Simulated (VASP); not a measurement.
The system is Zn.

```
Zn
1.0
     2.62625    0.00000    0.00000
    -1.31313    2.27440    0.00000
     0.00000    0.00000    5.16514
Zn
2
Direct
  0.33333 0.66667 0.75000
  0.66667 0.33333 0.25000
```

```yaml
Program: VASP 6.6.1
Task: relaxation of cell and atoms
Functional: PBE
Potentials_or_basis: VASP PAW PBE potentials, release 64 (Zn)
Cutoff: 600 eV
k_mesh: 24 × 24 × 12
Occupations: gaussian, width 0.1 eV
Spin: no spin polarisation
```

At the start: pressure 0.3 GPa; volume 15.43 Å³/atom.

**Question.** How do energy, volume and symmetry change on relaxing?

**Answer.** Over 7 steps the energy falls by 2.2 meV/atom and the volume is 15.29 Å³/atom (-0.9 %); space group P6_3/mmc (No. 194, to 0.1 Å) before and after.

The path:
```tsv
step	energy change (eV)	largest force (eV/Å)	pressure (GPa)	volume (Å³)
1	0.0000	0.0000	0.30	30.85
2	-0.0020	0.0000	-0.26	30.98
3	-0.0026	0.0000	-0.85	31.12
4	-0.0039	0.0000	-0.54	30.87
5	-0.0044	0.0000	-0.24	30.66
6	-0.0044	0.0000	-0.23	30.64
7	-0.0045	0.0000	-0.06	30.57
```

Final structure:
```
CELL_PARAMETERS angstrom
2.64851 0.00000 0.00000
-1.32425 2.29367 0.00000
0.00000 0.00000 5.03242
ATOMIC_POSITIONS crystal
Zn 0.33333 0.66667 0.75000
Zn 0.66667 0.33333 0.25000
```
